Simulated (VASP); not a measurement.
A run of VASP 6.6.1:

File INCAR:

```
SYSTEM = ZrB
ALGO = Normal
EDIFF = 1E-6
ENCUT = 1230
GGA = PS
GGA_COMPAT = .False.
ISIF = 2
ISMEAR = -1
LASPH = .True.
LCHARG = .False.
LDAU = .True.
LDAUJ = 0 0
LDAUL = 2 -1
LDAUPRINT = 1
LDAUTYPE = 2
LDAUU = 2 0
LMAXMIX = 4
LREAL = .False.
LWAVE = .False.
NBANDS = 14
NELM = 200
PREC = Accurate
SIGMA = 0.05
```

Contents of KPOINTS:

```
k-points
0
Gamma
  10 10 10
  0 0 0
```

Contents of POSCAR:

```
ZrB
1.0
    0.0000000000      2.3250000000      2.3250000000
    2.3250000000      0.0000000000      2.3250000000
    2.3250000000      2.3250000000      0.0000000000
Zr B
1 1
Direct
    0.0000000000      0.0000000000      0.0000000000
    0.5000000000      0.5000000000      0.5000000000
```

Potentials or basis: VASP PAW PBE potentials, release 64 (Zr_sv, B_h).

Command:

```bash
$ cat potpaw_PBE.64/Zr_sv/POTCAR potpaw_PBE.64/B_h/POTCAR > POTCAR
$ mpirun -np 1 vasp_std > vasp.out
```

Hardware: 1 thread of Intel(R) Xeon(R) Platinum 8488C (Sapphire Rapids), with other jobs on the host.

Q: Estimate the wall time of this run.

A: Wall time 46 s on 1 thread of Intel(R) Xeon(R) Platinum 8488C (Sapphire Rapids) (shared host), peak memory 0.28 GiB. Counts: scf iterations 13, k points 47.
